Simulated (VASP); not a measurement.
Set up this calculation in VASP 6.6.1, as the native input.

```
Task                   : single point
Functional             : PBEsol
Potentials or basis    : VASP PAW PBE potentials, release 64 (Pt)
Cutoff                 : 520 eV
k mesh                 : 15 × 15 × 15
Occupations            : gaussian, width 0.1 eV
Spin                   : no spin polarisation
Dipole correction      : no
Further INCAR settings : ALGO = Normal; EDIFF = 1e-06; NBANDS = 11
```

The structure of Pt lies in POSCAR:

```
Pt
1.0
    2.7704872835      0.0000000000      0.0000000000
   -1.3852436417      2.3993123684      0.0000000000
    1.3852436417      0.7997707895      2.2620933945
Pt
1
Direct
    0.0000000000      0.0000000000      0.0000000000
```

These files were run (other wordings do the same):

INCAR

```
SYSTEM = Pt
PREC = Accurate ; ENCUT = 520
EDIFF = 1E-6 ; ISMEAR = 0
SIGMA = 0.1 ; LREAL = .FALSE.
LASPH = .TRUE. ; NELM = 60
ALGO = Normal ; ISIF = 2
LWAVE = .FALSE. ; LCHARG = .TRUE.
GGA = PS ; LELF = .TRUE.
LVHAR = .TRUE. ; NBANDS = 11
```

KPOINTS

```
Automatic mesh
0
G
  15 15 15
  0 0 0
```

Potentials or basis: VASP PAW PBE potentials, release 64 (Pt).

Run with:

```bash
$ cat potpaw_PBE.64/Pt/POTCAR > POTCAR
$ mpirun -np 1 vasp_std > vasp.out
```

Results of the run:

* Pressure: -0.4 GPa
* Band gap on the k mesh: zero (band 5 reaches 11.60 eV, above the bottom of band 6 at 9.41 eV)

Caveat: the PAW data sets were made with another functional, which shifts forces and pressure a little; spin-orbit coupling is left out, which moves the levels of the heavy elements.

Run time: 14 s on 1 thread of Intel Xeon 6975P-C (shared host), peak memory 0.15 GiB.
